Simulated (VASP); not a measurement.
Wanted: the native input for a VASP 6.6.1 run.

| Quantity | Value |
| --- | --- |
| Task | single point |
| Functional | r2SCAN |
| Potentials or basis | VASP PAW PBE potentials, release 64 (Ti_sv, O) |
| Cutoff | 520 eV |
| k mesh | 4 × 4 × 6 |
| Occupations | gaussian, width 0.01 eV |
| Spin | no spin polarisation |
| Dipole correction | no |
| Further INCAR settings | ALGO = Normal; EDIFF = 1e-06; NBANDS = 33 |

Crystal: TiO2 (Rutile).

```
CELL_PARAMETERS angstrom
4.59685 0.00000 0.00000
0.00000 4.59685 0.00000
0.00000 0.00000 2.95350
ATOMIC_POSITIONS crystal
Ti 0.00000 0.00000 0.00000
Ti 0.50000 0.50000 0.50000
O 0.30464 0.30464 0.00000
O 0.19536 0.80464 0.50000
O 0.69536 0.69536 0.00000
O 0.80464 0.19536 0.50000
```

The input as run:

POSCAR

```
TiO2
1.0
    4.5968460591      0.0000000000      0.0000000000
    0.0000000000      4.5968460591      0.0000000000
    0.0000000000      0.0000000000      2.9535014566
Ti O
2 4
Direct
    0.0000000000      0.0000000000      0.0000000000
    0.5000000000      0.5000000000      0.5000000000
    0.3046430035      0.3046430035      0.0000000000
    0.1953569965      0.8046430035      0.5000000000
    0.6953569965      0.6953569965      0.0000000000
    0.8046430035      0.1953569965      0.5000000000
```

INCAR.step1

```
SYSTEM = TiO2
PREC = Accurate ; ENCUT = 520
ISMEAR = 0 ; SIGMA = 0.01
LREAL = .False. ; LASPH = .True.
NELM = 100 ; NBANDS = 33
GGA = PE ; ALGO = Normal
EDIFF = 1E-4 ; LWAVE = .True.
LCHARG = .False.
```

INCAR.step2

```
SYSTEM = TiO2
PREC = Accurate ; ENCUT = 520
EDIFF = 1E-6 ; ISMEAR = 0
SIGMA = 0.01 ; LREAL = .False.
LASPH = .True. ; NELM = 100
ALGO = Normal ; ISIF = 2
LWAVE = .False. ; LCHARG = .False.
METAGGA = R2SCAN ; LMIXTAU = .True.
NBANDS = 33 ; ISTART = 1
```

KPOINTS

```
regular mesh
0
Gamma
  4 4 6
  0 0 0
```

Potentials or basis: VASP PAW PBE potentials, release 64 (Ti_sv, O).

Launch:

```bash
$ cat potpaw_PBE.64/Ti_sv/POTCAR potpaw_PBE.64/O/POTCAR > POTCAR
$ cp INCAR.step1 INCAR
$ mpirun -np 1 vasp_std > vasp.out
$ cp INCAR.step2 INCAR
$ mpirun -np 1 vasp_std > vasp.out
```

It gave:

The pressure is 1.3 GPa and the largest force is 0.038 eV/Å. The band gap on the k mesh is 2.23 eV, direct.

Caveat: the PAW data sets were made with another functional, which shifts forces and pressure a little.

Run time: 100 s on 1 thread of Intel(R) Xeon(R) Platinum 8559C (Emerald Rapids), with other jobs on the host, peak memory 0.19 GiB.
